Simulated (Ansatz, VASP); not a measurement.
# One calculation of CoW3, two programs

```
CELL_PARAMETERS angstrom
3.85824 0.00000 0.00000
0.00000 3.85824 0.00000
0.00000 0.00000 4.05116
ATOMIC_POSITIONS crystal
Co 0.00000 0.00000 0.00000
W 0.00000 0.50000 0.50000
W 0.50000 0.00000 0.50000
W 0.50000 0.50000 0.00000
```

Change from the starting cell: strain +0.000 along x and y, +0.050 along z, atoms carried along.

Alike in both runs: task single point; functional PBEsol; k mesh 12 × 12 × 12; occupations gaussian, width 0.15 eV; no spin polarisation.

|  | VASP | Ansatz |
| --- | --- | --- |
| version | VASP 6.6.1 | Ansatz 0.2.0 |
| potentials or method | VASP PAW PBE potentials, release 64 (Co, W_sv), cutoff 520 eV | scalar-relativistic, plane waves, PAW |
| valence electrons in the cell | 51 | 59 |

|  | VASP | Ansatz | Ansatz less VASP |
| --- | --- | --- | --- |
| gap on the k mesh at the Fermi level (eV) | none | none | - |
| pressure (GPa) | -12.6 | -13.0 | -0.41 |
| traceless stress, the component that is largest in VASP (GPa) | -1.28 | -1.35 | -0.072 |

VASP's potentials were made for PBE, not for PBEsol. A gap of «none» marks a metal or a gap that the smearing closes. VASP's potentials hold 51 valence electrons a cell and Ansatz's 59, so a difference there can come from the potentials and not from the codes.

Spin-orbit coupling is off throughout.
